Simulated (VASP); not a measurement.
## Be: single point with PBEsol

Be:

```
CELL_PARAMETERS angstrom
2.29950 0.00000 0.00000
-1.14975 1.99143 0.00000
0.00000 0.00000 3.54689
ATOMIC_POSITIONS crystal
Be 0.33333 0.66667 0.25000
Be 0.66667 0.33333 0.75000
```

This cell differs from its parent crystal: strain +0.000 along x and y, -0.015 along z.

```yaml
Program: VASP 6.6.1
Task: single point
Functional: PBEsol
Potentials_or_basis: VASP PAW PBE potentials, release 64 (Be)
Cutoff: 520 eV
k_mesh: 24 × 24 × 14
Occupations: gaussian, width 0.15 eV
Spin: no spin polarisation
```

```json
{
 "Pressure": "-3.5 GPa",
 "Band gap on the k mesh": "zero (bands 2 and 3 overlap by 2.13 eV)"
}
```

Stress tensor (GPa, compression positive):
```
-5.62  0.00  0.00
 0.00 -5.62  0.00
 0.00  0.00  0.62
```

Levels at points of the mesh, in eV from the Fermi level:
| k point | band 1 | band 2 | band 3 | band 4 | band 5 |
| --- | --- | --- | --- | --- | --- |
| (0.00, 0.00, 0.00) | -11.09 | -4.07 | 1.49 | 15.36 | 15.36 |
| (0.50, 0.00, 0.00) | -4.89 | -3.09 | 3.70 | 6.58 | 6.92 |
| (0.00, 0.00, 0.50) | -8.90 | -8.90 | 11.20 | 11.20 | 17.06 |
| (0.50, 0.00, 0.50) | -3.49 | -3.49 | 1.54 | 1.54 | 11.64 |

It took 22 s on 1 thread of AMD EPYC 9R45 96-Core Processor (Zen 5), on a shared host, peak memory 0.14 GiB.

Caveat: the cell differs from its parent crystal (strain +0.000 along x and y, -0.015 along z); the cell stands under tension; the PAW data sets were made with another functional, which shifts forces and pressure a little.
